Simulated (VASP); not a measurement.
# Al15GeO24 (a cell with a defect) in VASP: single point with PBE

Aim: the single point of Al15GeO24 (a cell with a defect) with PBE.

All numbers are computed with VASP 6.6.1; they aren't measurements. Logs are shortened: lines on timing, memory, paths and dates and some standing lists are left out, and cuts for length are marked.

### Step 1. The cell of the first run

The cell holds a defect, 40 atoms: a = 7.064 Å, b = 7.064 Å, c = 7.064 Å, α = 85.72°, β = 85.72°, γ = 85.72°.

### Step 2. Single point, PBE

INCAR

```
SYSTEM = Al15GeO24
PREC = Accurate
ENCUT = 520
EDIFF = 1E-6
ISMEAR = -1
SIGMA = 0.01
LREAL = Auto
LASPH = .TRUE.
NELM = 60
ALGO = Normal
ISIF = 2
LWAVE = .FALSE.
LCHARG = .TRUE.
GGA = PE
LELF = .TRUE.
LVHAR = .TRUE.
NELECT = 202.0
NBANDS = 128
```

KPOINTS

```
regular mesh
0
G
  3 3 3
  0 0 0
```

POSCAR

```
Al15GeO24
1.0
   -4.8050272208     -2.7741837594      4.3720844159
    4.8050272208     -2.7741837594      4.3720844159
    0.0000000000      5.5483675188      4.3720844159
Ge Al O
1 15 24
Direct
    0.6479941067      0.6479941067      0.6479941067
    0.1480098339      0.1486512096      0.6453118054
    0.1486512096      0.6453118054      0.1480098339
    0.6453118054      0.1480098339      0.1486512096
    0.8566486729      0.8566486729      0.8566486729
    0.3472752762      0.3514604837      0.8536933069
    0.3514604837      0.8536933069      0.3472752762
    0.8536933069      0.3472752762      0.3514604837
    0.1488150497      0.1488150497      0.1488150497
    0.6465962523      0.6467194453      0.1467323569
    0.6467194453      0.1467323569      0.6465962523
    0.1467323569      0.6465962523      0.6467194453
    0.3521772854      0.3521772854      0.3521772854
    0.8563833189      0.8547549235      0.3470462079
    0.8547549235      0.3470462079      0.8563833189
    0.3470462079      0.8563833189      0.8547549235
    0.4038026533      0.5970926819      0.2497849479
    0.9033393353      0.0975451271      0.2488115785
    0.9008037436      0.5958010573      0.7526490797
    0.4035357472      0.0979381836      0.7497738578
    0.4051868399      0.7522525643      0.5955862331
    0.9012971392      0.2488656340      0.5981110378
    0.9027869959      0.7487132406      0.0981667156
    0.4026535554      0.2505078247      0.0967246908
    0.5970926819      0.2497849479      0.4038026533
    0.0979381836      0.7497738578      0.4035357472
    0.0975451271      0.2488115785      0.9033393353
    0.5958010573      0.7526490797      0.9008037436
    0.2497849479      0.4038026533      0.5970926819
    0.7526490797      0.9008037436      0.5958010573
    0.7497738578      0.4035357472      0.0979381836
    0.2488115785      0.9033393353      0.0975451271
    0.7522525643      0.5955862331      0.4051868399
    0.2505078247      0.0967246908      0.4026535554
    0.2488656340      0.5981110378      0.9012971392
    0.7487132406      0.0981667156      0.9027869959
    0.5955862331      0.4051868399      0.7522525643
    0.0981667156      0.9027869959      0.7487132406
    0.0967246908      0.4026535554      0.2505078247
    0.5981110378      0.9012971392      0.2488656340
```

Potentials or basis: VASP PAW PBE potentials, release 64 (Ge_d, Al, O).

Launch:

```sh
$ cat potpaw_PBE.64/Ge_d/POTCAR potpaw_PBE.64/Al/POTCAR potpaw_PBE.64/O/POTCAR > POTCAR
$ mpirun -np 1 vasp_std > vasp.out
```

OUTCAR:

```text
SYSTEM = Al15GeO24
   PREC = Accurate
   ENCUT = 520
   EDIFF = 1E-6
   ISMEAR = -1
   LREAL = Auto
   LASPH = .TRUE.
   NELM = 60
   ISIF = 2
   GGA = PE
   NELECT = 202.0

 ion  position               nearest neighbor table
   1  0.648  0.648  0.648-  21 1.87  37 1.87  33 1.87  19 1.98  28 1.98  30 1.98   5 2.74  16 2.87
                            15 2.87  14 2.87
   2  0.148  0.149  0.645-  34 1.86  22 1.88  38 1.88  29 1.99  20 2.00  27 2.00   6 2.67  16 2.80
                            13 2.80  15 2.81   8 3.22   5 3.23   7 3.26
   3  0.149  0.645  0.148-  39 1.86  35 1.88  23 1.88  17 1.99  26 2.00  32 2.00   7 2.67  14 2.80
                            13 2.80  16 2.81   6 3.22   5 3.23   8 3.26
   4  0.645  0.148  0.149-  24 1.86  40 1.88  36 1.88  25 1.99  31 2.00  18 2.00   8 2.67  15 2.80
                            13 2.80  14 2.81   7 3.22   5 3.23   6 3.26
   5  0.857  0.857  0.857-  36 1.86  38 1.86  23 1.86  19 2.03  28 2.03  30 2.03   1 2.74  12 2.83
                            11 2.83  10 2.83   3 3.23   4 3.23   2 3.23
   6  0.347  0.351  0.854-  24 1.87  35 1.87  37 1.90  27 1.95  29 1.99  20 1.99   2 2.67   9 2.79
                            12 2.81  11 2.85   3 3.22   4 3.26
   7  0.351  0.854  0.347-  34 1.87  40 1.87  21 1.90  32 1.95  17 1.99  26 1.99   3 2.67   9 2.79
                            10 2.81  12 2.85   4 3.22   2 3.26
   8  0.854  0.347  0.351-  39 1.87  22 1.87  33 1.90  18 1.95  25 1.99  31 1.99   4 2.67   9 2.79
                            11 2.81  10 2.85   2 3.22   3 3.26
   9  0.149  0.149  0.149-  32 1.87  18 1.87  27 1.87  39 1.98  34 1.98  24 1.98  13 2.67   7 2.79
                             8 2.79   6 2.79  15 3.21  16 3.21  14 3.21
  10  0.647  0.647  0.147-  17 1.86  31 1.86  28 1.89  40 1.98  23 1.99  33 2.02  14 2.70   7 2.81
                             5 2.83   8 2.85  13 3.24  15 3.25  16 3.26
  11  0.647  0.147  0.647-  25 1.86  20 1.86  30 1.89  22 1.98  36 1.99  37 2.02  15 2.70   8 2.81
                             5 2.83   6 2.85  13 3.24  16 3.25  14 3.26
[... 32 lines left out ...]
  39  0.097  0.403  0.251-   3 1.86   8 1.87   9 1.98  13 1.99
  40  0.598  0.901  0.249-   7 1.87   4 1.88  10 1.98  14 2.00

  LATTYP: Found a trigonal (rhomboedric) cell.
 ALAT       =     7.0639581159
 COS(alpha) =     0.0746085784

  Lattice vectors:

 A1 = (  -4.8050272208,  -2.7741837594,   4.3720844159)
 A2 = (   4.8050272208,  -2.7741837594,   4.3720844159)
 A3 = (   0.0000000000,   5.5483675188,   4.3720844159)

Analysis of symmetry for initial positions (statically):
=====================================================================
 Subroutine PRICEL returns:
 Original cell was already a primitive cell.

 Routine SETGRP: Setting up the symmetry group for a
 trigonal (rhombohedral) supercell.

 Subroutine GETGRP returns: Found  3 space group operations
 (whereof  3 operations were pure point group operations)
 out of a pool of 12 trial point group operations.

The static configuration has the point symmetry C_3 .

Analysis of symmetry for dynamics (positions and initial velocities):
=====================================================================
 Subroutine PRICEL returns:
 Original cell was already a primitive cell.

 Routine SETGRP: Setting up the symmetry group for a
 trigonal (rhombohedral) supercell.

 Subroutine GETGRP returns: Found  3 space group operations
 (whereof  3 operations were pure point group operations)
 out of a pool of 12 trial point group operations.

The dynamic configuration has the point symmetry C_3 .

 Subroutine INISYM returns: Found  3 space group operations
 (whereof  3 operations are pure point group operations),
 and found     1 'primitive' translations

----------------------------------------------------------------------------------------

                                     Primitive cell

  volume of cell :     349.6801

  direct lattice vectors                    reciprocal lattice vectors
    -4.805027221 -2.774183759  4.372084416    -0.104057683 -0.060077731  0.076241285
     4.805027221 -2.774183759  4.372084416     0.104057683 -0.060077731  0.076241285
     0.000000000  5.548367519  4.372084416     0.000000000  0.120155463  0.076241285

  length of vectors
     7.063958116  7.063958116  7.063958116     0.142302736  0.142302736  0.142302736

  position of ions in fractional coordinates (direct lattice)
     0.647994107  0.647994107  0.647994107
     0.148009834  0.148651210  0.645311805
     0.148651210  0.645311805  0.148009834
     0.645311805  0.148009834  0.148651210
     0.856648673  0.856648673  0.856648673
     0.347275276  0.351460484  0.853693307
[... 32 lines left out ...]
     0.096724691  0.402653555  0.250507825
     0.598111038  0.901297139  0.248865634

  ion indices of the primitive-cell ions
   primitive index   ion index
                 1           1
                 2           2
                 3           3
                 4           4
                 5           5
                 6           6
[... 32 lines left out ...]
                39          39
                40          40

----------------------------------------------------------------------------------------

 KPOINTS: regular mesh

Automatic generation of k-mesh.
 Grid dimensions read from file:
 generate k-points for:    3    3    3

 Generating k-lattice:

  Cartesian coordinates                     Fractional coordinates (reciprocal lattice)
    -0.034685894 -0.020025910  0.025413762     0.333333333 -0.000000000  0.000000000
     0.034685894 -0.020025910  0.025413762    -0.000000000  0.333333333  0.000000000
     0.000000000  0.040051821  0.025413762     0.000000000  0.000000000  0.333333333

  Length of vectors
     0.047434245  0.047434245  0.047434245

  Shift w.r.t. Gamma in fractional coordinates (k-lattice)
     0.000000000  0.000000000  0.000000000

 Subroutine IBZKPT returns following result:
 ===========================================

 Found      6 irreducible k-points:

 Following reciprocal coordinates:
            Coordinates               Weight
  0.000000  0.000000  0.000000      1.000000
  0.333333 -0.000000 -0.000000      6.000000
  0.333333  0.333333 -0.000000      6.000000
 -0.333333  0.333333  0.000000      6.000000
  0.333333  0.333333  0.333333      2.000000
 -0.333333  0.333333  0.333333      6.000000
   k-points           NKPTS =      6   k-points in BZ     NKDIM =      6   number of bands    NBANDS=    128
   number of dos      NEDOS =    301   number of ions     NIONS =     40
   total plane-waves  NPLWV = 157464
   dimension x,y,z NGX =    54 NGY =   54 NGZ =   54
   dimension x,y,z NGXF=   108 NGYF=  108 NGZF=  108
   ions per type =               1  15  24
   NGX,Y,Z   is equivalent  to a cutoff of  12.71, 12.71, 12.71 a.u.
   NGXF,Y,Z  is equivalent  to a cutoff of  25.42, 25.42, 25.42 a.u.
 SYSTEM =  Al15GeO24
   PREC   = accura    normal or accurate (medium, high low for compatibility)
   ISTART =      0    job   : 0-new  1-cont  2-samecut
   ICHARG =      2    charge: 1-file 2-atom 10-const
   ISPIN  =      1    spin polarized calculation?
   LNONCOLLINEAR =      F non collinear calculations
   LSORBIT =      F    spin-orbit coupling
   LASPH  =      T    aspherical Exc in radial PAW
   ENCUT  =  520.0 eV  38.22 Ry    6.18 a.u.  13.13 13.13 13.13*2*pi/ulx,y,z
   NELM   =     60;   NELMIN=  2; NELMDL= -5     # of ELM steps
   EDIFF  = 0.1E-05   stopping-criterion for ELM
   LREAL  =      T    real-space projection
   EDIFFG = 0.1E-04   stopping-criterion for IOM
   NSW    =      0    number of steps for IOM
   IBRION =     -1    ionic relax: 0-MD 1-quasi-New 2-CG
   NFREE  =      0    steps in history (QN), initial steepest desc. (CG)
   ISIF   =      2    stress and relaxation
   ISYM   =      2    0-nonsym 1-usesym 2-fastsym
   POTIM  = 0.5000    time-step for ionic-motion
   TEBEG  =    0.0;   TEEND  =   0.0 temperature during run
   PSTRESS=    0.0 pullay stress
   NELECT =     202.0000    total number of electrons
   NUPDOWN=      -1.0000    fix difference up-down
   EMIN   =  10.00;   EMAX   =-10.00  energy-range for DOS
   EFERMI =   0.00;   METHOD = LEGACY
   ISMEAR =    -1;   SIGMA  =   0.01  broadening in eV -4-tet -1-fermi 0-gaus
   EFERMI_NEDOS =   21; number of points for ismear=-14 and -15
   IALGO  =     38    algorithm
   IMIX   =      4    mixing-type and parameters
     AMIX     =   0.40;   BMIX     =  1.00
     AMIX_MAG =   1.60;   BMIX_MAG =  1.00
  volume/ion in A,a.u.               =       8.74        58.99
  Fermi-wavevector in a.u.,A,eV,Ry     =   1.363437  2.576522 25.292684  1.858960
  Thomas-Fermi vector in A             =   2.489840
   LORBIT       =      0    0 simple, 1 ext, 2 COOP (PROOUT), +10 PAW based schemes
   GGA     = PE    functional components
   LHFCALC =     F    Hartree Fock is set to
   AEXX    =    0.0000 exact exchange contribution
   IVDW    =     0    specifies the selected vdW correction
   LEPSILON=     F    determine dielectric tensor
   LRPA    =     F    only Hartree local field effects (RPA)
 non-spin polarized calculation
  energy-cutoff  :      520.00
  volume of cell :      349.68
 maximum number of plane-waves:      9448
 NGX is ok and might be reduce to    54
   NGX = 27   NGY = 27   NGZ = 27

 number of electron     201.9999975 magnetization

 Free energy of the ion-electron system (eV)
  ---------------------------------------------------
  ext. energy  EPLUGINS =         0.00000000
  ---------------------------------------------------
  free energy    TOTEN  =      -304.15889562 eV

  energy without entropy =     -304.15889562  energy(sigma->0) =     -304.15889562

 E-fermi :   6.1511     XC(G=0): -11.6030

 val. band max:        5.8581362583   @ k =   0.0000   0.0000   0.0000
 cond. band min:      10.7707871855   @ k =   0.0000   0.0000   0.0000
 fundamental gap:      4.9126509272
 Fermi energy:         6.1510558678

 k-point     1 :       0.0000    0.0000    0.0000
  band No.  band energies     occupation
      1     -17.7176      2.00000
      2     -17.7176      2.00000
      3     -17.5474      2.00000
      4     -17.5158      2.00000
      5     -17.5158      2.00000
      6     -13.4081      2.00000
[... 685 lines left out ...]
    112      15.5311      0.00000
    113      15.6066      0.00000
 [bands above 113 left out]

------------------------ aborting loop because EDIFF is reached ----------------------------------------

  FORCE on cell =-STRESS in cart. coord.  units (eV):
  Direction    XX          YY          ZZ          XY          YZ          ZX
  --------------------------------------------------------------------------------------
  -------------------------------------------------------------------------------------
  Total       -7.3797544     -7.3797544     -9.4699021      0.0000001      0.0000000      0.0000000
  in kB      -33.8128383    -33.8128383    -43.3895558      0.0000006      0.0000000      0.0000000
  external PRESSURE =     -37.0050774 kB  Pullay stress =       0.0000000 kB

 VOLUME and BASIS-vectors are now :
 -----------------------------------------------------------------------------
  energy-cutoff  :      520.00
  volume of cell :      349.68
      direct lattice vectors                 reciprocal lattice vectors
    -4.805027221 -2.774183759  4.372084416    -0.104057683 -0.060077731  0.076241285
     4.805027221 -2.774183759  4.372084416     0.104057683 -0.060077731  0.076241285
     0.000000000  5.548367519  4.372084416     0.000000000  0.120155463  0.076241285

 POSITION                                       TOTAL-FORCE (eV/Angst)
 -----------------------------------------------------------------------------------
      0.00000      0.00000      8.49925         0.000000      0.000000     -0.029089
      0.00308      2.75743      4.11838        -0.002589      0.004414     -0.004589
      2.38647     -1.38139      4.11838         0.005118      0.000035     -0.004589
     -2.38955     -1.37605      4.11838        -0.002528     -0.004450     -0.004589
      0.00000      0.00000     11.23602         0.000000      0.000000      0.009090
      0.02011      2.79818      6.78735        -0.003687      0.000065      0.001977
[... 32 lines left out ...]
      1.47000      0.00454      3.27857         0.001599      0.000513      0.003992
      1.45682     -2.77884      7.64360        -0.000319      0.000239      0.001490
 -----------------------------------------------------------------------------------
    total drift:                               -0.000000      0.000001     -0.003747

  FREE ENERGIE OF THE ION-ELECTRON SYSTEM (eV)
  ---------------------------------------------------
  free  energy   TOTEN  =      -304.1588956235 eV

  energy  without entropy=     -304.1588956235  energy(sigma->0) =     -304.15889562
```

Run time: 22 min. Hardware: 1 thread of Intel Xeon 8259CL, shared host; peak memory 0.49 GiB.

What came out:

```yaml
Free_energy: -304.1589 eV
Largest_force: 0.029 eV/Å
```

Forces in eV/Å, atoms in the order of the input:
```
Ge   0.000  0.000 -0.029
Al  -0.003  0.004 -0.005
Al   0.005  0.000 -0.005
Al  -0.003 -0.004 -0.005
Al   0.000  0.000  0.009
Al  -0.004  0.000  0.002
Al   0.002  0.003  0.002
Al   0.002 -0.003  0.002
Al   0.000  0.000 -0.004
Al  -0.001 -0.003  0.002
Al  -0.002  0.003  0.002
Al   0.003  0.001  0.002
Al   0.000  0.000  0.004
Al  -0.004 -0.001  0.002
Al   0.001  0.004  0.002
Al   0.003 -0.003  0.002
O   -0.003  0.003 -0.002
O    0.001  0.000 -0.003
O   -0.021  0.001  0.016
O   -0.002 -0.001 -0.002
O    0.014 -0.003 -0.009
O    0.000  0.000  0.001
O   -0.001  0.001  0.000
O    0.000 -0.002  0.004
O    0.004  0.001 -0.002
O    0.000  0.002 -0.002
O   -0.001 -0.001 -0.003
O    0.011  0.018  0.016
O   -0.001 -0.004 -0.002
O    0.010 -0.019  0.016
O    0.002 -0.001 -0.002
O    0.000  0.001 -0.003
O   -0.010 -0.010 -0.009
O   -0.001  0.001  0.004
O    0.000  0.000  0.001
O    0.002  0.000  0.000
O   -0.004  0.014 -0.009
O   -0.001 -0.002  0.000
O    0.002  0.001  0.004
O    0.000  0.000  0.001
```

Levels at points of the mesh, in eV from the Fermi level:
| k point | band 97 | band 98 | band 99 | band 100 | band 101 | band 102 | band 103 | band 104 | band 105 | band 106 |
| --- | --- | --- | --- | --- | --- | --- | --- | --- | --- | --- |
| (0.00, 0.00, 0.00) | -0.52 | -0.52 | -0.35 | -0.35 | -0.29 | 4.62 | 6.52 | 8.38 | 8.85 | 8.85 |

Caveat: the cell carries a net charge on a neutralising background, which shifts energy and pressure; the cell is charged against a uniform background, so pressure and absolute levels hang on convention.
